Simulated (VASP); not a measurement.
# Y2C5 (F-43m) in VASP: further runs

Runs on Y2C5. Level: PBE. Tasks: single point.

All numbers are computed with VASP 6.6.1; they aren't measurements. Logs are shortened: lines on timing, memory, paths and dates and some standing lists are left out, and cuts for length are marked.

## 1. The cell of the first run

The structure is cubic, space group F-43m (No. 216). The conventional cell has a = 7.387 Å, b = 7.387 Å, c = 7.387 Å, α = 90.00°, β = 90.00°, γ = 90.00°. Within 4.4 Å of Y (site symmetry -43m) lie 4 Y at 3.20 Å and 28 C at 3.20 to 4.30 Å. Within 3.0 Å of Y (site symmetry -43m) lie 4 C at 2.26 Å. Within 2.0 Å of C (site symmetry 3m) lie 3 C at 1.53 Å. Within 4.2 Å of C (site symmetry -43m) lie 16 C at 3.02 to 4.13 Å and 10 Y at 3.20 to 3.69 Å.

## 2. Single point, PBE

INCAR

```
PREC = Accurate ; ENCUT = 910
EDIFF = 1E-6 ; ISMEAR = 0
SIGMA = 0.1 ; LREAL = False
LASPH = True ; NELM = 120
ALGO = Normal ; ISIF = 2
LWAVE = False ; LCHARG = True
GGA = PE ; LELF = True
LVHAR = True ; NBANDS = 30
GGA_COMPAT = False
```

KPOINTS

```
regular mesh
0
Gamma
  10 10 10
```

POSCAR

```
Y2C5
1.0
    0.0000000000      3.6937015220      3.6937015220
    3.6937015220      0.0000000000      3.6937015220
    3.6937015220      3.6937015220      0.0000000000
Y C
2 5
Direct
    0.2500000000      0.2500000000      0.2500000000
    0.0000000000      0.0000000000      0.0000000000
    0.8229867539      0.5310397383      0.8229867539
    0.8229867539      0.8229867539      0.8229867539
    0.5310397383      0.8229867539      0.8229867539
    0.8229867539      0.8229867539      0.5310397383
    0.5000000000      0.5000000000      0.5000000000
```

Potentials or basis: VASP PAW PBE potentials, release 64 (Y_sv, C_h).

Command:

```console
cat potpaw_PBE.64/Y_sv/POTCAR potpaw_PBE.64/C_h/POTCAR > POTCAR
mpirun -np 1 vasp_std > vasp.out
```

OUTCAR:

```text
PREC = Accurate
   ENCUT = 910
   EDIFF = 1E-6
   ISMEAR = 0
   LREAL = False
   LASPH = True
   NELM = 120
   ISIF = 2
   GGA = PE

 ion  position               nearest neighbor table
   1  0.250  0.250  0.250-   2 3.20   2 3.20   2 3.20   2 3.20
   2  0.000  0.000  0.000-   5 2.26   3 2.26   6 2.26   4 2.26   1 3.20   1 3.20   1 3.20   1 3.20

   3  0.823  0.531  0.823-   2 2.26
   4  0.823  0.823  0.823-   2 2.26
   5  0.531  0.823  0.823-   2 2.26
   6  0.823  0.823  0.531-   2 2.26
   7  0.500  0.500  0.500-

  LATTYP: Found a face centered cubic cell.
 ALAT       =     7.3874030440

  Lattice vectors:

 A1 = (   0.0000000000,   3.6937015220,   3.6937015220)
 A2 = (   3.6937015220,   0.0000000000,   3.6937015220)
 A3 = (   3.6937015220,   3.6937015220,   0.0000000000)

Analysis of symmetry for initial positions (statically):
=====================================================================
 Subroutine PRICEL returns:
 Original cell was already a primitive cell.

 Routine SETGRP: Setting up the symmetry group for a
 face centered cubic supercell.

 Subroutine GETGRP returns: Found 24 space group operations
 (whereof 24 operations were pure point group operations)
 out of a pool of 48 trial point group operations.

The static configuration has the point symmetry T_d .

Analysis of symmetry for dynamics (positions and initial velocities):
=====================================================================
 Subroutine PRICEL returns:
 Original cell was already a primitive cell.

 Routine SETGRP: Setting up the symmetry group for a
 face centered cubic supercell.

 Subroutine GETGRP returns: Found 24 space group operations
 (whereof 24 operations were pure point group operations)
 out of a pool of 48 trial point group operations.

The dynamic configuration has the point symmetry T_d .

 Subroutine INISYM returns: Found 24 space group operations
 (whereof 24 operations are pure point group operations),
 and found     1 'primitive' translations

----------------------------------------------------------------------------------------

                                     Primitive cell

  volume of cell :     100.7895

  direct lattice vectors                    reciprocal lattice vectors
     0.000000000  3.693701522  3.693701522    -0.135365567  0.135365567  0.135365567
     3.693701522  0.000000000  3.693701522     0.135365567 -0.135365567  0.135365567
     3.693701522  3.693701522  0.000000000     0.135365567  0.135365567 -0.135365567

  length of vectors
     5.223682788  5.223682788  5.223682788     0.234460039  0.234460039  0.234460039

  position of ions in fractional coordinates (direct lattice)
     0.250000000  0.250000000  0.250000000
     0.000000000  0.000000000  0.000000000
     0.822986754  0.531039738  0.822986754
     0.822986754  0.822986754  0.822986754
     0.531039738  0.822986754  0.822986754
     0.822986754  0.822986754  0.531039738
     0.500000000  0.500000000  0.500000000

  ion indices of the primitive-cell ions
   primitive index   ion index
                 1           1
                 2           2
                 3           3
                 4           4
                 5           5
                 6           6
                 7           7

----------------------------------------------------------------------------------------

 KPOINTS: regular mesh

Automatic generation of k-mesh.
 Grid dimensions read from file:
 generate k-points for:   10   10   10

 Generating k-lattice:

  Cartesian coordinates                     Fractional coordinates (reciprocal lattice)
    -0.013536557  0.013536557  0.013536557     0.100000000  0.000000000  0.000000000
     0.013536557 -0.013536557  0.013536557     0.000000000  0.100000000  0.000000000
     0.013536557  0.013536557 -0.013536557     0.000000000  0.000000000  0.100000000

  Length of vectors
     0.023446004  0.023446004  0.023446004

  Shift w.r.t. Gamma in fractional coordinates (k-lattice)
     0.000000000  0.000000000  0.000000000

 Subroutine IBZKPT returns following result:
 ===========================================

 Found     47 irreducible k-points:

 Following reciprocal coordinates:
            Coordinates               Weight
  0.000000  0.000000  0.000000      1.000000
  0.100000  0.000000  0.000000      8.000000
  0.200000  0.000000  0.000000      8.000000
  0.300000  0.000000  0.000000      8.000000
  0.400000  0.000000  0.000000      8.000000
  0.500000  0.000000  0.000000      4.000000
[... 16 lines left out ...]
  0.300000  0.300000  0.000000      6.000000
  0.400000  0.300000  0.000000     24.000000
 [... further k-points ...]
   k-points           NKPTS =     47   k-points in BZ     NKDIM =     47   number of bands    NBANDS=     30
   number of dos      NEDOS =    301   number of ions     NIONS =      7
   total plane-waves  NPLWV = 157464
   dimension x,y,z NGX =    54 NGY =   54 NGZ =   54
   dimension x,y,z NGXF=   108 NGYF=  108 NGZF=  108
   ions per type =               2   5
   NGX,Y,Z   is equivalent  to a cutoff of  17.19, 17.19, 17.19 a.u.
   NGXF,Y,Z  is equivalent  to a cutoff of  34.37, 34.37, 34.37 a.u.
 SYSTEM =  unknown system
   PREC   = accura    normal or accurate (medium, high low for compatibility)
   ISTART =      0    job   : 0-new  1-cont  2-samecut
   ICHARG =      2    charge: 1-file 2-atom 10-const
   ISPIN  =      1    spin polarized calculation?
   LNONCOLLINEAR =      F non collinear calculations
   LSORBIT =      F    spin-orbit coupling
   LASPH  =      T    aspherical Exc in radial PAW
   ENCUT  =  910.0 eV  66.88 Ry    8.18 a.u.  12.85 12.85 12.85*2*pi/ulx,y,z
   NELM   =    120;   NELMIN=  2; NELMDL= -5     # of ELM steps
   EDIFF  = 0.1E-05   stopping-criterion for ELM
   LREAL  =      F    real-space projection
[... 7 lines left out ...]
   TEBEG  =    0.0;   TEEND  =   0.0 temperature during run
   PSTRESS=    0.0 pullay stress
   NELECT =      42.0000    total number of electrons
   NUPDOWN=      -1.0000    fix difference up-down
   EMIN   =  10.00;   EMAX   =-10.00  energy-range for DOS
   EFERMI =   0.00;   METHOD = LEGACY
   ISMEAR =     0;   SIGMA  =   0.10  broadening in eV -4-tet -1-fermi 0-gaus
   EFERMI_NEDOS =   21; number of points for ismear=-14 and -15
   IALGO  =     38    algorithm
   IMIX   =      4    mixing-type and parameters
     AMIX     =   0.40;   BMIX     =  1.00
     AMIX_MAG =   1.60;   BMIX_MAG =  1.00
  volume/ion in A,a.u.               =      14.40        97.17
  Fermi-wavevector in a.u.,A,eV,Ry     =   1.222793  2.310743 20.343726  1.495222
  Thomas-Fermi vector in A             =   2.357927
   LORBIT       =      0    0 simple, 1 ext, 2 COOP (PROOUT), +10 PAW based schemes
   GGA     = PE    functional components
   LHFCALC =     F    Hartree Fock is set to
   AEXX    =    0.0000 exact exchange contribution
   IVDW    =     0    specifies the selected vdW correction
   LEPSILON=     F    determine dielectric tensor
   LRPA    =     F    only Hartree local field effects (RPA)
 non-spin polarized calculation
 Gauss-broadening in eV      SIGMA  =   0.10
  energy-cutoff  :      910.00
  volume of cell :      100.79
 maximum number of plane-waves:      6346
 NGX is ok and might be reduce to    54
   NGX = 25   NGY = 25   NGZ = 25

 number of electron      42.0000000 magnetization

 Free energy of the ion-electron system (eV)
  ---------------------------------------------------
  ext. energy  EPLUGINS =         0.00000000
  ---------------------------------------------------
  free energy    TOTEN  =       -47.63717190 eV

  energy without entropy =      -47.62258366  energy(sigma->0) =      -47.62987778

 E-fermi :   4.1610     XC(G=0): -10.3644

 val. band max:        4.1377037878   @ k =   0.4000   0.0000   0.0000
 cond. band min:       4.1658661514   @ k =  -0.3000   0.4000   0.2000
 fundamental gap:      0.0281623635
 Fermi energy:         4.1609776463

 k-point     1 :       0.0000    0.0000    0.0000
  band No.  band energies     occupation
      1     -39.5908      2.00000
      2     -37.0465      2.00000
      3     -19.5427      2.00000
      4     -19.5427      2.00000
      5     -19.5427      2.00000
      6     -17.3122      2.00000
[... 22 lines left out ...]
     29       9.4135      0.00000
     30       9.4168      0.00000

 k-point     2 :       0.1000    0.0000    0.0000
  band No.  band energies     occupation
      1     -39.5906      2.00000
      2     -37.0467      2.00000
      3     -19.5437      2.00000
      4     -19.5436      2.00000
      5     -19.5436      2.00000
      6     -17.3208      2.00000
[... 22 lines left out ...]
     29       9.1853      0.00000
     30       9.1853      0.00000

 k-point     3 :       0.2000    0.0000    0.0000
  band No.  band energies     occupation
      1     -39.5901      2.00000
      2     -37.0472      2.00000
      3     -19.5464      2.00000
      4     -19.5461      2.00000
      5     -19.5461      2.00000
      6     -17.3414      2.00000
[... 22 lines left out ...]
     29       8.8238      0.00000
     30       8.8238      0.00000

 k-point     4 :       0.3000    0.0000    0.0000
  band No.  band energies     occupation
      1     -39.5896      2.00000
      2     -37.0479      2.00000
      3     -19.5503      2.00000
      4     -19.5490      2.00000
      5     -19.5490      2.00000
      6     -17.3631      2.00000
[... 616 lines left out ...]
     29       8.1505      0.00000
     30       8.5524      0.00000

 k-point    23 :       0.3000    0.3000    0.0000
  band No.  band energies     occupation
      1     -39.5892      2.00000
      2     -37.0484      2.00000
      3     -19.5579      2.00000
      4     -19.5579      2.00000
      5     -19.5369      2.00000
      6     -17.3925      2.00000
[... 22 lines left out ...]
     29       7.8502      0.00000
     30       9.0383      0.00000

 k-point    24 :       0.4000    0.3000    0.0000
  band No.  band energies     occupation
      1     -39.5888      2.00000
      2     -37.0488      2.00000
      3     -19.5627      2.00000
      4     -19.5606      2.00000
      5     -19.5351      2.00000
      6     -17.4028      2.00000
[... 22 lines left out ...]
     29       7.7086      0.00000
     30       8.7067      0.00000

 [... further k-points ...]

------------------------ aborting loop because EDIFF is reached ----------------------------------------

  FORCE on cell =-STRESS in cart. coord.  units (eV):
  Direction    XX          YY          ZZ          XY          YZ          ZX
  --------------------------------------------------------------------------------------
  -------------------------------------------------------------------------------------
  Total       -0.1228913     -0.1228913     -0.1228913      0.0000000      0.0000000      0.0000000
  in kB       -1.9535137     -1.9535137     -1.9535137      0.0000000      0.0000000      0.0000000
  external PRESSURE =      -1.9535137 kB  Pullay stress =       0.0000000 kB

 VOLUME and BASIS-vectors are now :
 -----------------------------------------------------------------------------
  energy-cutoff  :      910.00
  volume of cell :      100.79
      direct lattice vectors                 reciprocal lattice vectors
     0.000000000  3.693701522  3.693701522    -0.135365567  0.135365567  0.135365567
     3.693701522  0.000000000  3.693701522     0.135365567 -0.135365567  0.135365567
     3.693701522  3.693701522  0.000000000     0.135365567  0.135365567 -0.135365567

 POSITION                                       TOTAL-FORCE (eV/Angst)
 -----------------------------------------------------------------------------------
      1.84685      1.84685      1.84685         0.000000      0.000000      0.000000
      0.00000      0.00000      0.00000         0.000000      0.000000      0.000000
      5.00137      6.07973      5.00137        -0.018580      0.018580     -0.018580
      6.07973      6.07973      6.07973         0.018580      0.018580      0.018580
      6.07973      5.00137      5.00137         0.018580     -0.018580     -0.018580
      5.00137      5.00137      6.07973        -0.018580     -0.018580      0.018580
      3.69370      3.69370      3.69370         0.000000      0.000000      0.000000
 -----------------------------------------------------------------------------------
    total drift:                                0.000000      0.000000      0.000000

  FREE ENERGIE OF THE ION-ELECTRON SYSTEM (eV)
  ---------------------------------------------------
  free  energy   TOTEN  =       -47.6371719047 eV

  energy  without entropy=      -47.6225836589  energy(sigma->0) =      -47.62987778
```

Run time: 11 min. Hardware: 1 thread of Intel Xeon Platinum 8259CL at 2.50GHz (Skylake/Cascade Lake), shared host; peak memory 0.59 GiB.

What came out:

- Free energy: -47.6372 eV
- Pressure: -0.2 GPa
- Largest force: 0.032 eV/Å
- Band gap on the k mesh: zero (bands 21 and 22 overlap by 0.15 eV)

Forces in eV/Å, atoms in the order of the input:
```
Y    0.000  0.000  0.000
Y    0.000  0.000  0.000
C   -0.019  0.019 -0.019
C    0.019  0.019  0.019
C    0.019 -0.019 -0.019
C   -0.019 -0.019  0.019
C    0.000  0.000  0.000
```

Levels at points of the mesh, in eV from the Fermi level:
| k point | band 19 | band 20 | band 21 | band 22 | band 23 | band 24 |
| --- | --- | --- | --- | --- | --- | --- |
| (0.00, 0.00, 0.00) | -2.71 | -0.04 | -0.04 | -0.04 | 2.21 | 2.21 |
| (0.50, 0.00, 0.00) | -2.21 | -0.36 | -0.36 | -0.04 | 1.80 | 1.80 |
| (0.50, 0.50, 0.00) | -2.05 | -0.13 | -0.13 | 0.78 | 1.47 | 1.47 |

Caveat: the cutoff is under 1.25 times the usual one of these potentials, so pressure, stress and relaxed cells hold a basis-set (Pulay) error.

## 3. Single point, PBE

INCAR

```
SYSTEM = Y2C5
PREC = Accurate
ENCUT = 910
EDIFF = 1E-6
ISMEAR = 0
SIGMA = 0.1
LREAL = .False.
LASPH = .True.
NELM = 120
ALGO = Normal
ISIF = 2
LWAVE = .False.
LCHARG = .True.
GGA = PE
LELF = .True.
LVHAR = .True.
NBANDS = 30
GGA_COMPAT = .False.
```

KPOINTS

```
Automatic mesh
0
Gamma
  10 10 10
  0 0 0
```

POSCAR is that of step 2.

Potentials or basis: VASP PAW PBE potentials, release 64 (Y_sv, C_h).

Command:

```console
cat potpaw_PBE.64/Y_sv/POTCAR potpaw_PBE.64/C_h/POTCAR > POTCAR
mpirun -np 1 vasp_std > vasp.out
```

Wall time 8.1 min (1 thread of Intel Xeon Platinum 8259CL at 2.50GHz (Skylake/Cascade Lake), shared host); peak memory 0.59 GiB.

Results (log left out):

- Free energy: -47.6372 eV
- Pressure: -0.2 GPa
- Largest force: 0.032 eV/Å
- Band gap on the k mesh: zero (bands 21 and 22 overlap by 0.15 eV)

Forces in eV/Å, atoms in the order of the input:
```
Y    0.000  0.000  0.000
Y    0.000  0.000  0.000
C   -0.019  0.019 -0.019
C    0.019  0.019  0.019
C    0.019 -0.019 -0.019
C   -0.019 -0.019  0.019
C    0.000  0.000  0.000
```

Levels at points of the mesh, in eV from the Fermi level:
```tsv
k point	band 18	band 19	band 20	band 21	band 22	band 23	band 24	band 25
(0.00, 0.00, 0.00)	-2.71	-2.71	-0.04	-0.04	-0.04	2.21	2.21	2.21
(0.50, 0.00, 0.00)	-2.21	-2.21	-0.36	-0.36	-0.04	1.80	1.80	1.90
(0.50, 0.50, 0.00)	-2.48	-2.05	-0.13	-0.13	0.78	1.47	1.47	1.72
```

Caveat: the cutoff is under 1.25 times the usual one of these potentials, so pressure, stress and relaxed cells hold a basis-set (Pulay) error.
